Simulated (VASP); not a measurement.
La: single point with LDA

The system is La.

```
CELL_PARAMETERS angstrom
0.00000 3.21446 3.21446
3.21446 0.00000 3.21446
3.21446 3.21446 0.00000
ATOMIC_POSITIONS crystal
La 0.12500 0.12500 0.12500
La 0.87500 0.87500 0.87500
```

This cell differs from its parent crystal: volume scaled by 0.96.

```json
{
  "Program": "VASP 6.6.1",
  "Task": "single point",
  "Functional": "LDA",
  "Potentials or basis": "VASP PAW LDA potentials, release 64 (La)",
  "Cutoff": "520 eV",
  "k mesh": "10 × 10 × 10",
  "Occupations": "fermi-dirac, width 0.1 eV",
  "Spin": "no spin polarisation"
}
```

```
Pressure               : 2.6 GPa
Band gap on the k mesh : zero (band 11 reaches 8.33 eV, above the bottom of band 12 at 8.13 eV)
```

Levels at points of the mesh, in eV from the Fermi level:
| k point | band 8 | band 9 | band 10 | band 11 | band 12 | band 13 | band 14 | band 15 |
| --- | --- | --- | --- | --- | --- | --- | --- | --- |
| (0.00, 0.00, 0.00) | -15.18 | -2.29 | -0.81 | -0.81 | 0.98 | 0.98 | 0.98 | 1.72 |
| (0.50, 0.00, 0.00) | -14.64 | -1.27 | -0.66 | -0.66 | -0.10 | 0.07 | 0.07 | 1.78 |
| (0.50, 0.50, 0.00) | -14.02 | -1.85 | -1.85 | -0.15 | -0.15 | 0.75 | 0.75 | 1.85 |

Run time: 28 s on 1 thread of Intel(R) Xeon(R) 6975P-C (Granite Rapids), with other jobs on the host, peak memory 0.21 GiB.

Caveat: spin-orbit coupling is left out, which moves the levels of the heavy elements.
